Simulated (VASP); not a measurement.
# PtSe4 in VASP: settings compared, part 2 of 3

VASP 6.6.1. Earlier steps stand in the parts before.

### 3 Single point, PBEsol

INCAR

```
PREC = Accurate
ENCUT = 520
EDIFF = 1E-7
ISMEAR = 0
SIGMA = 0.1
LREAL = False
LASPH = True
NELM = 100
ALGO = Normal
ISIF = 2
LWAVE = False
LCHARG = True
LDIPOL = True
IDIPOL = 3
DIPOL = 0.5 0.5 0.500
GGA = PS
LELF = True
LVHAR = True
LVACPOTAV = True
NBANDS = 25
```

KPOINTS

```
regular mesh
0
Gamma
  9 9 1
```

POSCAR

```
PtSe4
1.0
    3.7603063796      0.0000000000      0.0000000000
   -1.8801531898      3.2565208507      0.0000000000
    0.0000000000      0.0000000000     22.1900263333
Se Pt
4 1
Direct
    0.3333333333      0.6666666667      0.3590840987
    0.6666666667      0.3333333333      0.4370293495
    0.3333333333      0.6666666667      0.5629706545
    0.6666666667      0.3333333333      0.6409158888
    0.0000000000      0.0000000000      0.5000000085
```

Potentials or basis: VASP PAW PBE potentials, release 64 (Se, Pt).

Started as:

```bash
> cat potpaw_PBE.64/Se/POTCAR potpaw_PBE.64/Pt/POTCAR > POTCAR
> mpirun -np 1 vasp_std > vasp.out
```

OUTCAR:

```text
PREC = Accurate
   ENCUT = 520
   EDIFF = 1E-7
   ISMEAR = 0
   LREAL = False
   LASPH = True
   NELM = 100
   ISIF = 2
   GGA = PS

 ion  position               nearest neighbor table
   1  0.333  0.667  0.359-   2 2.78   2 2.78   2 2.78
   2  0.667  0.333  0.437-   5 2.58   5 2.58   5 2.58   1 2.78   1 2.78   1 2.78
   3  0.333  0.667  0.563-   5 2.58   5 2.58   5 2.58   4 2.78   4 2.78   4 2.78
   4  0.667  0.333  0.641-   3 2.78   3 2.78   3 2.78
   5  0.000  0.000  0.500-   3 2.58   3 2.58   3 2.58   2 2.58   2 2.58   2 2.58

  LATTYP: Found a hexagonal cell.
 ALAT       =     3.7603063796
 C/A-ratio  =     5.9011219016

  Lattice vectors:

 A1 = (   3.7603063796,   0.0000000000,   0.0000000000)
 A2 = (  -1.8801531898,   3.2565208507,   0.0000000000)
 A3 = (   0.0000000000,   0.0000000000,  22.1900263333)

Analysis of symmetry for initial positions (statically):
=====================================================================
 Subroutine PRICEL returns:
 Original cell was already a primitive cell.

 Routine SETGRP: Setting up the symmetry group for a
 hexagonal supercell.

 Subroutine GETGRP returns: Found 12 space group operations
 (whereof 12 operations were pure point group operations)
 out of a pool of 24 trial point group operations.

The static configuration has the point symmetry D_3d.

Analysis of symmetry for dynamics (positions and initial velocities):
=====================================================================
 Subroutine PRICEL returns:
 Original cell was already a primitive cell.

 Routine SETGRP: Setting up the symmetry group for a
 hexagonal supercell.

 Subroutine GETGRP returns: Found 12 space group operations
 (whereof 12 operations were pure point group operations)
 out of a pool of 24 trial point group operations.

The dynamic configuration has the point symmetry D_3d.

 Subroutine INISYM returns: Found 12 space group operations
 (whereof 12 operations are pure point group operations),
[... 113 lines left out ...]
   LORBIT       =      0    0 simple, 1 ext, 2 COOP (PROOUT), +10 PAW based schemes
   GGA     = PS    functional components
   LHFCALC =     F    Hartree Fock is set to
   AEXX    =    0.0000 exact exchange contribution
   IVDW    =     0    specifies the selected vdW correction
   LEPSILON=     F    determine dielectric tensor
   LRPA    =     F    only Hartree local field effects (RPA)
 non-spin polarized calculation
 Gauss-broadening in eV      SIGMA  =   0.10
  energy-cutoff  :      520.00
  volume of cell :      271.73
 maximum number of plane-waves:      7363
 NGX is ok and might be reduce to    28
   NGX = 13   NGY = 13   NGZ = 83

 dipolmoment           0.000000      0.000000     -0.000000 electrons x Angstroem

 number of electron      33.9999998 magnetization

 dipolmoment           0.000000      0.000000      0.000000 electrons x Angstroem

 Free energy of the ion-electron system (eV)
  ---------------------------------------------------
  ext. energy  EPLUGINS =         0.00000000
  ---------------------------------------------------
  free energy    TOTEN  =       -21.11597972 eV

  energy without entropy =      -21.08741795  energy(sigma->0) =      -21.10169884

 E-fermi :  -1.3519     XC(G=0):  -4.6812

 val. band max:       -1.3597412924   @ k =   0.2222   0.1111   0.0000
 cond. band min:      -1.2711442237   @ k =   0.3333   0.2222   0.0000
 fundamental gap:      0.0885970687
 Fermi energy:        -1.3518541242

 k-point     1 :       0.0000    0.0000    0.0000
  band No.  band energies     occupation
      1     -16.9895      2.00000
      2     -16.2654      2.00000
      3     -13.4967      2.00000
      4     -12.7453      2.00000
      5      -7.0524      2.00000
      6      -6.7436      2.00000
[... 325 lines left out ...]
     24       6.4459      0.00000
     25       6.4459      0.00000

------------------------ aborting loop because EDIFF is reached ----------------------------------------

  FORCE on cell =-STRESS in cart. coord.  units (eV):
  Direction    XX          YY          ZZ          XY          YZ          ZX
  --------------------------------------------------------------------------------------
  -------------------------------------------------------------------------------------
  Total       -4.1853166     -4.1853166      0.0316479      0.0000000      0.0000000     -0.0000000
  in kB      -24.6776603    -24.6776603      0.1866041      0.0000000      0.0000000     -0.0000000
  external PRESSURE =     -16.3895721 kB  Pullay stress =       0.0000000 kB

 VOLUME and BASIS-vectors are now :
 -----------------------------------------------------------------------------
  energy-cutoff  :      520.00
  volume of cell :      271.73
      direct lattice vectors                 reciprocal lattice vectors
     3.760306380  0.000000000  0.000000000     0.265935777  0.153538093  0.000000000
    -1.880153190  3.256520851  0.000000000     0.000000000  0.307076185  0.000000000
     0.000000000  0.000000000 22.190026333     0.000000000  0.000000000  0.045065291

 POSITION                                       TOTAL-FORCE (eV/Angst)
 -----------------------------------------------------------------------------------
     -0.00000      2.17101      7.96809         0.000000      0.000000     -0.008555
      1.88015      1.08551      9.69769         0.000000      0.000000      0.002417
     -0.00000      2.17101     12.49233        -0.000000     -0.000000     -0.002417
      1.88015      1.08551     14.22194        -0.000000     -0.000000      0.008555
      0.00000      0.00000     11.09501        -0.000000      0.000000      0.000000
 -----------------------------------------------------------------------------------
    total drift:                               -0.000000      0.000000     -0.000049

  FREE ENERGIE OF THE ION-ELECTRON SYSTEM (eV)
  ---------------------------------------------------
  free  energy   TOTEN  =       -21.1159797201 eV

  energy  without entropy=      -21.0874179539  energy(sigma->0) =      -21.10169884

 vacuum level on the upper side and lower side of the slab         4.178         4.178
```

stdout:

```text
POSCAR found type information on POSCAR SePt
 POSCAR found :  2 types and       5 ions
 scaLAPACK will be used
 -----------------------------------------------------------------------------
[... 23 lines left out ...]
|     Did not find any points to average over, which means that no vacuum     |
|     field-free region was found. Please increase the size of  your cell     |
|     in the dimension of the dipole correction to obtain accurate            |
|     workfunction values.                                                    |
|                                                                             |
 -----------------------------------------------------------------------------
```

Run time: 2.4 min. Hardware: 1 thread of Intel Xeon Platinum 8375C at 2.90GHz (Ice Lake), shared host; peak memory 0.37 GiB.

Results:

```yaml
Free_energy: -21.1160 eV
Largest_force: 0.009 eV/Å
Band_gap_on_the_k_mesh: zero (band 17 reaches -1.21 eV, above the bottom of band 18 at -1.70 eV)
```

Forces in eV/Å, atoms in the order of the input:
```
Se   0.000  0.000 -0.009
Se   0.000  0.000  0.002
Se   0.000  0.000 -0.002
Se   0.000  0.000  0.009
Pt   0.000  0.000  0.000
```

Levels at points of the mesh, in eV from the Fermi level:
| k point | band 14 | band 15 | band 16 | band 17 | band 18 | band 19 | band 20 | band 21 |
| --- | --- | --- | --- | --- | --- | --- | --- | --- |
| (0.00, 0.00, 0.00) | -0.96 | -0.72 | -0.72 | 0.14 | 0.29 | 0.29 | 1.97 | 1.97 |

Caveat: the PAW data sets were made with another functional, which shifts forces and pressure a little; spin-orbit coupling is left out, which moves the levels of the heavy elements.

### 4 Single point, PBEsol

INCAR

```
SYSTEM = PtSe4
PREC = Accurate
ENCUT = 520
EDIFF = 1E-6
ISMEAR = 0
SIGMA = 0.1
LREAL = .False.
LASPH = .True.
NELM = 100
ALGO = Normal
ISIF = 2
LWAVE = .False.
LCHARG = .False.
LDIPOL = .True.
IDIPOL = 3
DIPOL = 0.5 0.5 0.500
GGA = PS
NBANDS = 25
```

KPOINTS

```
Automatic mesh
0
Gamma
  13 13 1
  0 0 0
```

POSCAR

```
PtSe4
1.0
    3.7603063796      0.0000000000      0.0000000000
   -1.8801531898      3.2565208507      0.0000000000
    0.0000000000      0.0000000000     22.1900263333
Se Pt
4 1
Direct
    0.3333333333      0.6666666667      0.3379896845
    0.6666666667      0.3333333333      0.4428469366
    0.3333333333      0.6666666667      0.5571530634
    0.6666666667      0.3333333333      0.6620103155
    0.0000000000      0.0000000000      0.5000000000
```

Potentials or basis: VASP PAW PBE potentials, release 64 (Se, Pt).

Started as:

```bash
> cat potpaw_PBE.64/Se/POTCAR potpaw_PBE.64/Pt/POTCAR > POTCAR
> mpirun -np 1 vasp_std > vasp.out
```

OUTCAR:

```text
SYSTEM = PtSe4
   PREC = Accurate
   ENCUT = 520
   EDIFF = 1E-6
   ISMEAR = 0
   LREAL = .False.
   LASPH = .True.
   NELM = 100
   ISIF = 2
   GGA = PS

 ion  position               nearest neighbor table
   1  0.333  0.667  0.338-
   2  0.667  0.333  0.443-   5 2.51   5 2.51   5 2.51
   3  0.333  0.667  0.557-   5 2.51   5 2.51   5 2.51
   4  0.667  0.333  0.662-
   5  0.000  0.000  0.500-   2 2.51   3 2.51   3 2.51   2 2.51   2 2.51   3 2.51

  LATTYP: Found a hexagonal cell.
 ALAT       =     3.7603063796
 C/A-ratio  =     5.9011219016

  Lattice vectors:

 A1 = (   3.7603063796,   0.0000000000,   0.0000000000)
 A2 = (  -1.8801531898,   3.2565208507,   0.0000000000)
 A3 = (   0.0000000000,   0.0000000000,  22.1900263333)

Analysis of symmetry for initial positions (statically):
=====================================================================
 Subroutine PRICEL returns:
 Original cell was already a primitive cell.

 Routine SETGRP: Setting up the symmetry group for a
 hexagonal supercell.

 Subroutine GETGRP returns: Found 12 space group operations
 (whereof 12 operations were pure point group operations)
 out of a pool of 24 trial point group operations.

The static configuration has the point symmetry D_3d.

Analysis of symmetry for dynamics (positions and initial velocities):
=====================================================================
 Subroutine PRICEL returns:
 Original cell was already a primitive cell.

 Routine SETGRP: Setting up the symmetry group for a
 hexagonal supercell.

 Subroutine GETGRP returns: Found 12 space group operations
 (whereof 12 operations were pure point group operations)
 out of a pool of 24 trial point group operations.

The dynamic configuration has the point symmetry D_3d.

 Subroutine INISYM returns: Found 12 space group operations
 (whereof 12 operations are pure point group operations),
 and found     1 'primitive' translations

----------------------------------------------------------------------------------------

                                     Primitive cell

  volume of cell :     271.7283

  direct lattice vectors                    reciprocal lattice vectors
     3.760306380  0.000000000  0.000000000     0.265935777  0.153538093  0.000000000
    -1.880153190  3.256520851  0.000000000     0.000000000  0.307076185  0.000000000
     0.000000000  0.000000000 22.190026333     0.000000000  0.000000000  0.045065291

  length of vectors
     3.760306380  3.760306380 22.190026333     0.307076185  0.307076185  0.045065291

  position of ions in fractional coordinates (direct lattice)
     0.333333333  0.666666667  0.337989685
     0.666666667  0.333333333  0.442846937
     0.333333333  0.666666667  0.557153063
     0.666666667  0.333333333  0.662010315
     0.000000000  0.000000000  0.500000000

  ion indices of the primitive-cell ions
   primitive index   ion index
                 1           1
                 2           2
                 3           3
                 4           4
                 5           5

----------------------------------------------------------------------------------------

[... 29 lines left out ...]
  0.230769 -0.000000  0.000000      6.000000
  0.307692 -0.000000  0.000000      6.000000
  0.384615 -0.000000  0.000000      6.000000
[... 13 lines left out ...]
  0.384615  0.230769  0.000000      6.000000
  0.307692  0.307692  0.000000      6.000000
   k-points           NKPTS =     21   k-points in BZ     NKDIM =     21   number of bands    NBANDS=     25
   number of dos      NEDOS =    301   number of ions     NIONS =      5
   total plane-waves  NPLWV = 131712
   dimension x,y,z NGX =    28 NGY =   28 NGZ =  168
   dimension x,y,z NGXF=    56 NGYF=   56 NGZF=  336
   ions per type =               4   1
   NGX,Y,Z   is equivalent  to a cutoff of  12.38, 12.38, 12.59 a.u.
   NGXF,Y,Z  is equivalent  to a cutoff of  24.76, 24.76, 25.17 a.u.
 SYSTEM =  PtSe4
   PREC   = accura    normal or accurate (medium, high low for compatibility)
   ISTART =      0    job   : 0-new  1-cont  2-samecut
   ICHARG =      2    charge: 1-file 2-atom 10-const
   ISPIN  =      1    spin polarized calculation?
   LNONCOLLINEAR =      F non collinear calculations
   LSORBIT =      F    spin-orbit coupling
   LASPH  =      T    aspherical Exc in radial PAW
   ENCUT  =  520.0 eV  38.22 Ry    6.18 a.u.   6.99  6.99 41.26*2*pi/ulx,y,z
   NELM   =    100;   NELMIN=  2; NELMDL= -5     # of ELM steps
   EDIFF  = 0.1E-05   stopping-criterion for ELM
   LREAL  =      F    real-space projection
   EDIFFG = 0.1E-04   stopping-criterion for IOM
   NSW    =      0    number of steps for IOM
   IBRION =     -1    ionic relax: 0-MD 1-quasi-New 2-CG
   NFREE  =      0    steps in history (QN), initial steepest desc. (CG)
   ISIF   =      2    stress and relaxation
   ISYM   =      2    0-nonsym 1-usesym 2-fastsym
   POTIM  = 0.5000    time-step for ionic-motion
   TEBEG  =    0.0;   TEEND  =   0.0 temperature during run
   PSTRESS=    0.0 pullay stress
   NELECT =      34.0000    total number of electrons
   NUPDOWN=      -1.0000    fix difference up-down
   EMIN   =  10.00;   EMAX   =-10.00  energy-range for DOS
   EFERMI =   0.00;   METHOD = LEGACY
   ISMEAR =     0;   SIGMA  =   0.10  broadening in eV -4-tet -1-fermi 0-gaus
   EFERMI_NEDOS =   21; number of points for ismear=-14 and -15
   IALGO  =     38    algorithm
   IMIX   =      4    mixing-type and parameters
     AMIX     =   0.40;   BMIX     =  1.00
     AMIX_MAG =   1.60;   BMIX_MAG =  1.00
  volume/ion in A,a.u.               =      54.35       366.74
  Fermi-wavevector in a.u.,A,eV,Ry     =   0.818822  1.547349  9.122291  0.670469
  Thomas-Fermi vector in A             =   1.929517
   LORBIT       =      0    0 simple, 1 ext, 2 COOP (PROOUT), +10 PAW based schemes
   GGA     = PS    functional components
   LHFCALC =     F    Hartree Fock is set to
   AEXX    =    0.0000 exact exchange contribution
   IVDW    =     0    specifies the selected vdW correction
   LEPSILON=     F    determine dielectric tensor
   LRPA    =     F    only Hartree local field effects (RPA)
 non-spin polarized calculation
 Gauss-broadening in eV      SIGMA  =   0.10
  energy-cutoff  :      520.00
  volume of cell :      271.73
 maximum number of plane-waves:      7353
 NGX is ok and might be reduce to    28
   NGX = 13   NGY = 13   NGZ = 83

 number of electron      33.9999999 magnetization

 dipolmoment           0.000000      0.000000     -0.000000 electrons x Angstroem

 Free energy of the ion-electron system (eV)
  ---------------------------------------------------
  ext. energy  EPLUGINS =         0.00000000
  ---------------------------------------------------
  free energy    TOTEN  =       -20.41386827 eV

  energy without entropy =      -20.38598499  energy(sigma->0) =      -20.39992663

 E-fermi :  -1.8947     XC(G=0):  -4.9077

 val. band max:       -1.9243415081   @ k =   0.1538   0.0769   0.0000
 cond. band min:      -1.8873587421   @ k =   0.3846   0.0769   0.0000
 fundamental gap:      0.0369827660
 Fermi energy:        -1.8946784219

 k-point     1 :       0.0000    0.0000    0.0000
  band No.  band energies     occupation
      1     -16.9070      2.00000
      2     -15.2905      2.00000
      3     -13.8321      2.00000
      4     -13.4869      2.00000
      5      -7.7169      2.00000
      6      -7.7169      2.00000
[... 577 lines left out ...]
     24       6.1186      0.00000
     25       6.5531      0.00000

------------------------ aborting loop because EDIFF is reached ----------------------------------------

 vacuum level on the upper side and lower side of the slab       (xc-potential included)        -0.009        -0.009

  FORCE on cell =-STRESS in cart. coord.  units (eV):
  Direction    XX          YY          ZZ          XY          YZ          ZX
  --------------------------------------------------------------------------------------
  -------------------------------------------------------------------------------------
  Total       -5.3061327     -5.3061327     -3.3059191      0.0000000      0.0000000      0.0000000
  in kB      -31.2862689    -31.2862689    -19.4925154      0.0000000      0.0000000      0.0000000
  external PRESSURE =     -27.3550177 kB  Pullay stress =       0.0000000 kB

 VOLUME and BASIS-vectors are now :
 -----------------------------------------------------------------------------
  energy-cutoff  :      520.00
  volume of cell :      271.73
      direct lattice vectors                 reciprocal lattice vectors
     3.760306380  0.000000000  0.000000000     0.265935777  0.153538093  0.000000000
    -1.880153190  3.256520851  0.000000000     0.000000000  0.307076185  0.000000000
     0.000000000  0.000000000 22.190026333     0.000000000  0.000000000  0.045065291

 POSITION                                       TOTAL-FORCE (eV/Angst)
 -----------------------------------------------------------------------------------
     -0.00000      2.17101      7.50000        -0.000000      0.000000      0.797097
      1.88015      1.08551      9.82679         0.000000     -0.000000     -0.961687
     -0.00000      2.17101     12.36324        -0.000000      0.000000      0.961687
      1.88015      1.08551     14.69003        -0.000000     -0.000000     -0.797097
      0.00000      0.00000     11.09501        -0.000000     -0.000000      0.000000
 -----------------------------------------------------------------------------------
    total drift:                               -0.000000     -0.000000      0.000000

  FREE ENERGIE OF THE ION-ELECTRON SYSTEM (eV)
  ---------------------------------------------------
  free  energy   TOTEN  =       -20.4138682729 eV

  energy  without entropy=      -20.3859849888  energy(sigma->0) =      -20.39992663

 vacuum level on the upper side and lower side of the slab         4.256         4.256
```

Run time: 3.3 min. Hardware: 1 thread of Intel Xeon Platinum 8375C at 2.90GHz (Ice Lake), shared host; peak memory 0.42 GiB.

What came out:

```yaml
Free_energy: -20.4139 eV
Largest_force: 0.962 eV/Å
Band_gap_on_the_k_mesh: zero (band 17 reaches -1.09 eV, above the bottom of band 18 at -2.36 eV)
```

Forces in eV/Å, atoms in the order of the input:
```
Se   0.000  0.000  0.797
Se   0.000  0.000 -0.962
Se   0.000  0.000  0.962
Se   0.000  0.000 -0.797
Pt   0.000  0.000  0.000
```

Caveat: the PAW data sets were made with another functional, which shifts forces and pressure a little; spin-orbit coupling is left out, which moves the levels of the heavy elements.

(Part 2 of 3 ends here.)
